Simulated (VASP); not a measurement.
TiO, 2 atoms in the cell. The structure is hexagonal, space group P-6m2 (No. 187). The conventional cell has a = 3.020 Å, b = 3.020 Å, c = 2.429 Å, α = 90.00°, β = 90.00°, γ = 120.00°. Ti (site symmetry -6m2) has 6 O at 2.12 Å and 2 Ti at 2.43 Å within 2.8 Å. Within 2.8 Å of O (site symmetry -6m2) lie 6 Ti at 2.12 Å and 2 O at 2.43 Å.  This cell differs from its parent crystal: ratio of the length along z to the lengths across it x 0.8, volume and fractional coordinates fixed.

| Quantity | Value |
| --- | --- |
| Program | VASP 6.6.1 |
| Task | single point |
| Functional | r2SCAN |
| Potentials or basis | VASP PAW PBE potentials, release 64 (Ti_sv, O) |
| Cutoff | 520 eV |
| k mesh | 30 × 30 × 24 |
| Occupations | gaussian, width 0.15 eV |
| Spin | no spin polarisation |
| Dipole correction | no |
| Further INCAR settings | ALGO = Normal; EDIFF = 1e-06; NBANDS = 16 |

Potentials or basis: VASP PAW PBE potentials, release 64 (Ti_sv, O).

The run is started by

```console
$ cat potpaw_PBE.64/Ti_sv/POTCAR potpaw_PBE.64/O/POTCAR > POTCAR
$ cp INCAR.step1 INCAR
$ mpirun -np 1 vasp_std > vasp.out
$ cp INCAR.step2 INCAR
$ mpirun -np 1 vasp_std > vasp.out
```

Hardware: 1 thread of AMD EPYC 7R13, with other jobs on the host.

Problem. How long does it take, and how much memory?

Solution. Wall time 34 min on 1 thread of AMD EPYC 7R13, on a shared host, peak memory 0.42 GiB. Counts: k points 1183.
